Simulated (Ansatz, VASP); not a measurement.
**Cu: VASP beside Ansatz**

```
Cu
1.0
     2.98141    1.72132    6.09025
    -2.98141    1.72132    6.09025
     0.00000   -3.44264    6.09025
Cu
12
Direct
  0.09200 0.50270 0.09200
  0.09200 0.09200 0.50270
  0.50270 0.09200 0.09200
  0.90800 0.49730 0.90800
  0.49730 0.90800 0.90800
  0.90800 0.90800 0.49730
  0.23320 0.63894 0.23320
  0.23320 0.23320 0.63894
  0.63894 0.23320 0.23320
  0.76680 0.36106 0.76680
  0.36106 0.76680 0.76680
  0.76680 0.76680 0.36106
```

Alike in both runs: functional PBE; k mesh 6 × 6 × 6; occupations gaussian, width 0.1 eV; no spin polarisation.

Ansatz relaxed the structure, and its values are those at the end. VASP's run is a single point on that final structure, the one shown.

|  | VASP | Ansatz |
| --- | --- | --- |
| version | VASP 6.6.1 | Ansatz 0.2.0 |
| potentials or method | VASP PAW PBE potentials, release 64 (Cu), cutoff 520 eV | scalar-relativistic, plane waves, PAW |
| valence electrons in the cell | 132 | 228 |

```csv
,VASP,Ansatz,Ansatz less VASP
gap on the k mesh at the Fermi level (eV),none,none,-
pressure (GPa),0.4,0.1,-0.28
rms of the force components (eV/Å),0.005,0.006,+0.0003
```

A gap of «none» marks a metal or a gap that the smearing closes. VASP's potentials hold 132 valence electrons a cell and Ansatz's 228, so a difference there can come from the potentials and not from the codes.
